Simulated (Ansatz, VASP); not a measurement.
## Two plane-wave programs on SiC

```
Si C
1.0
     3.09177    0.00000    0.00000
    -1.54588    2.67755    0.00000
     0.00000    0.00000    5.07402
Si C
2 2
Direct
  0.33333 0.66667 0.00456
  0.66667 0.33333 0.50456
  0.33333 0.66667 0.38044
  0.66667 0.33333 0.88044
```

Alike in both runs: functional PBE; k mesh 6 × 6 × 4; occupations gaussian, width 0.1 eV; no spin polarisation.

Ansatz relaxed the structure, and its values are those at the end. VASP's run is a single point on that final structure, the one shown.

```csv
,VASP,Ansatz
version,VASP 6.6.1,Ansatz 0.2.0
potentials or method,"VASP PAW PBE potentials, release 64 (Si, C), cutoff 520 eV","scalar-relativistic, plane waves, PAW"
valence electrons in the cell,16,16
```

|  | VASP | Ansatz | Ansatz less VASP |
| --- | --- | --- | --- |
| gap on the k mesh at the Fermi level (eV) | 2.30 | 2.30 | +0.004 |
| least direct gap on the mesh (eV) | 3.94 | 3.94 | +0.003 |
| pressure (GPa) | 0.0 | 0.0 | +0.05 |
